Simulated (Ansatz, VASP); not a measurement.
# Two plane-wave programs on MgS

Contents of POSCAR:

```
MgS
1.0
    0.0000000000      2.8331200450      2.8331200450
    2.8331200450      0.0000000000      2.8331200450
    2.8331200450      2.8331200450      0.0000000000
S Mg
1 1
Direct
    0.7500000000      0.7500000000      0.7500000000
    0.0000000000      0.0000000000      0.0000000000
```

File INCAR.step1:

```
SYSTEM = MgS
PREC = Accurate ; ENCUT = 660
ISMEAR = 0 ; SIGMA = 0.1
LREAL = .False. ; LASPH = .True.
NELM = 120 ; NBANDS = 11
GGA = PE ; ALGO = Normal
EDIFF = 1E-5 ; LWAVE = .True.
LCHARG = .False. ; GGA_COMPAT = .False.
```

The input INCAR.step2:

```
SYSTEM = MgS
PREC = Accurate ; ENCUT = 660
EDIFF = 1E-6 ; ISMEAR = 0
SIGMA = 0.1 ; LREAL = .False.
LASPH = .True. ; NELM = 120
ALGO = Normal ; ISIF = 2
LWAVE = .False. ; LCHARG = .True.
METAGGA = R2SCAN ; LMIXTAU = .True.
LUSE_VDW = .True. ; IVDW_NL = 2
BPARAM = 11.95 ; CPARAM = 0.0093
LELF = .True. ; LVHAR = .True.
NBANDS = 11 ; ISTART = 1
GGA_COMPAT = .False.
```

File KPOINTS:

```
regular mesh
0
Gamma
  8 8 8
  0 0 0
```

input.yaml

```yaml
crystal:
  lattice: { a: 5.66624009, b: 5.66624009, c: 5.66624009, alpha: 90.0, beta: 90.0, gamma: 90.0 }
  space_group: 216
  reduce_to_primitive: true
  atoms:
    - { symbol: S, wyckoff: "4d", position: [0.25, 0.25, 0.75] }
    - { symbol: Mg, wyckoff: "4a", position: [0.0, 0.0, 0.0] }
hamiltonian:
  xc: r2scan
  pseudopotentials: { kind: paw }
  dispersion: rvv10
kpoints:
  mp_grid: { grid: [8, 8, 8] }
scf:
  occupations: { method: gaussian, width: 0.1 }
  n_extra_bands: 6
output:
  forces: true
  stress: true
  eigenvalues: true
  dos: { projected: false, de: 0.05, nscf_kmesh: { grid: [12, 12, 12] } }
```

Alike in both runs: functional r2SCAN; dispersion rVV10; k mesh 8 × 8 × 8; occupations gaussian, width 0.1 eV; no spin polarisation.

```csv
,VASP,Ansatz
version,VASP 6.6.1,Ansatz 0.2.0
potentials or method,"VASP PAW PBE potentials, release 64 (S, Mg)",Ansatz PAW
plane-wave cutoff (eV),660,500
valence electrons in the cell,8,16
task,single point,density of states
```

|  | VASP | Ansatz | Ansatz less VASP |
| --- | --- | --- | --- |
| gap on the k mesh at the Fermi level (eV) | 4.05 | 4.06 | +0.013 |
| least direct gap on the mesh (eV) | 4.05 | 4.06 | +0.013 |
| pressure (GPa) | -0.8 | -0.6 | +0.23 |

VASP's potentials were made for PBE, not for r2SCAN. VASP's potentials hold 8 valence electrons a cell and Ansatz's 16, so a difference there can come from the potentials and not from the codes.
